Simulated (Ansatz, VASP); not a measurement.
Pd in VASP and in Ansatz

The input INCAR:

```
SYSTEM = Pd
  PREC = Accurate
  ENCUT = 520
  EDIFF = 1E-7
  ISMEAR = -1
  SIGMA = 0.05
  LREAL = .FALSE.
  LASPH = .TRUE.
  NELM = 150
  ALGO = Normal
  ISIF = 2
  LWAVE = .FALSE.
  LCHARG = .FALSE.
  ISPIN = 2
  MAGMOM = 0.322 0.322
  LORBIT = 11
  LMAXMIX = 4
  GGA = B5
  ALDAX = 1.0
  AGGAX = 1.0
  AGGAC = 1.0
  ALDAC = 0.0
  NBANDS = 21
```

Contents of KPOINTS:

```
regular mesh
0
G
  14 14 8
  0 0 0
```

The input POSCAR:

```
Pd
1.0
    2.8217590248      0.0000000000      0.0000000000
   -1.4108795124      2.4437149989      0.0000000000
    0.0000000000      0.0000000000      4.7639180449
Pd
2
Direct
    0.3333333333      0.6666666667      0.2500000000
    0.6666666667      0.3333333333      0.7500000000
```

Input for Ansatz:

```yaml
crystal:
  lattice:
    - [2.8217590248, 0.0, 0.0]
    - [-1.4108795124, 2.4437149989, 0.0]
    - [0.0, 0.0, 4.7639180449]
  atoms:
    - { symbol: Pd, position: [0.3333333333, 0.6666666667, 0.25], spin: 0.322 }
    - { symbol: Pd, position: [0.6666666667, 0.3333333333, 0.75], spin: 0.322 }
hamiltonian:
  xc: blyp
  pseudopotentials:
    kind: paw
    azcp:
      Pd: "pseudopotentials/Pd.paw.azcp"
basis:
  ecutwfc: 420
  fft_grid_basis: typed
kpoints:
  mp_grid: { grid: [14, 14, 8], shift: [0, 0, 0] }
magnetization:
  spin_polarized: true
scf:
  occupations: { method: fermi_dirac, width: 0.05 }
  lower_state_search: "off"
output:
  stress: true
  write_density: true
  write_potential: true
  elf: true
  volumetric_format: npy
```

Alike in both runs: task single point; functional BLYP; k mesh 14 × 14 × 8; occupations fermi-dirac, width 0.05 eV; collinear spin.

|  | VASP | Ansatz |
| --- | --- | --- |
| version | VASP 6.6.1 | Ansatz 0.2.0 |
| potentials or method | VASP PAW PBE potentials, release 64 (Pd), cutoff 520 eV | plane waves (420 eV) with PAW, scalar-relativistic |
| valence electrons in the cell | 20 | 36 |

VASP gave:

| Quantity | Value |
| --- | --- |
| pressure (GPa) | 0.5 |
| traceless stress, the component that is largest in VASP (GPa) | -0.91 |
| net moment per atom (μB) | 0.35 |
| size of the moment on the site where the two differ most (μB) | 0.35 |

Estimate Ansatz's values.

pressure (GPa): 0.2; traceless stress, the component that is largest in VASP (GPa): -0.83; net moment per atom (μB): 0.35; size of the moment on the site where the two differ most (μB): 0.36.

VASP's potentials were made for PBE, not for BLYP. Site moments also hang on the region over which each program counts them. With one functional, cell and mesh, what is left measures potentials, basis and numerics. VASP's potentials hold 20 valence electrons a cell and Ansatz's 36, so a difference there can come from the potentials and not from the codes.
